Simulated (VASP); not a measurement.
A run of VASP 6.6.1 is set up as follows.

Contents of INCAR:

```
SYSTEM = BP
PREC     = Accurate       ! precision mode
ENCUT    = 520            ! plane-wave cutoff, eV
EDIFF    = 1E-6           ! SCF threshold, eV
ISMEAR   = 0              ! smearing method
SIGMA    = 0.01           ! smearing width, eV
LREAL    = Auto         
LASPH    = .True.         ! aspherical terms in the spheres
NELM     = 60             ! most SCF steps
ALGO     = Normal         ! electronic algorithm
ISIF     = 2              ! what is computed and relaxed
LWAVE    = .False.        ! write WAVECAR
LCHARG   = .False.        ! write CHGCAR
GGA      = PE             ! functional
NBANDS   = 86             ! bands
```

KPOINTS

```
Automatic mesh
0
Gamma
  2 2 2
  0.5 0.5 0.5
```

POSCAR

```
BP
1.0
   -4.5481927936      4.5481927936     -4.5481927936
    4.5481927936     -4.5481927936     -4.5481927936
   -4.5481927936     -4.5481927936      4.5481927936
B P
16 16
Direct
    0.0000000000      0.2500000000      0.7500000000
    0.7500000000      0.2500000000      1.0000000000
    0.5000000000      0.2500000000      0.2500000000
    0.2500000000      0.0000000000      0.7500000000
    0.2500000000      0.2500000000      0.5000000000
    1.0000000000      1.0000000000      1.0000000000
    0.7500000000      0.0000000000      0.2500000000
    0.5000000000      0.7500000000      0.7500000000
    0.5000000000      0.0000000000      0.5000000000
    0.2500000000      0.7500000000      1.0000000000
    0.0000000000      0.7500000000      0.2500000000
    0.7500000000      0.5000000000      0.7500000000
    0.7500000000      0.7500000000      0.5000000000
    0.5000000000      0.5000000000      1.0000000000
    0.2500000000      0.5000000000      0.2500000000
    0.0000000000      0.5000000000      0.5000000000
    0.0000000000      0.5000000000      0.7500000000
    0.7500000000      0.5000000000      0.0000000000
    0.5000000000      0.5000000000      0.2500000000
    0.2500000000      0.2500000000      0.7500000000
    0.2500000000      0.5000000000      0.5000000000
    0.0000000000      0.2500000000      0.0000000000
    0.7500000000      0.2500000000      0.2500000000
    0.5000000000      0.0000000000      0.7500000000
    0.5000000000      0.2500000000      0.5000000000
    0.2500000000      0.0000000000      0.0000000000
    0.0000000000      0.0000000000      0.2500000000
    0.7500000000      0.7500000000      0.7500000000
    0.7500000000      0.0000000000      0.5000000000
    0.5000000000      0.7500000000      0.0000000000
    0.2500000000      0.7500000000      0.2500000000
    0.0000000000      0.7500000000      0.5000000000
```

Potentials or basis: VASP PAW PBE potentials, release 64 (B, P).

The run is started by

```console
$ cat potpaw_PBE.64/B/POTCAR potpaw_PBE.64/P/POTCAR > POTCAR
$ mpirun -np 1 vasp_std > vasp.out
```

Problem. What does it give for the band gap on the k mesh?

Solution. 2.39 eV.

Problem. Estimate the pressure.

Solution. -0.2 GPa.

A k mesh can miss the band edges.
